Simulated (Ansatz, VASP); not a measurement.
ZrC: VASP beside Ansatz

```xyz
2
Lattice="0.0000 2.3735 2.3735 2.3735 0.0000 2.3735 2.3735 2.3735 0.0000" Properties=species:S:1:pos:R:3 pbc="T T T"
Zr    2.3735    2.3735    2.3735
C     0.0000    0.0000    0.0000
```

Change from the starting cell: volume scaled by 1.03.

Alike in both runs: task single point; functional PBEsol; k mesh 15 × 15 × 15; occupations fermi-dirac, width 0.05 eV; no spin polarisation.

```csv
,VASP,Ansatz
version,VASP 6.6.1,Ansatz 0.2.0
potentials or method,"VASP PAW PBE potentials, release 64 (Zr_sv, C), cutoff 520 eV","all-electron LAPW, scalar-relativistic"
```

VASP gave:

| Item | Value |
| --- | --- |
| pressure (GPa) | -10.3 |

Problem. Estimate Ansatz's values.

Solution. Pressure (GPa): -10.6.

VASP's potentials were made for PBE, not for PBEsol. Ansatz ran all-electron here, and VASP with PAW potentials.
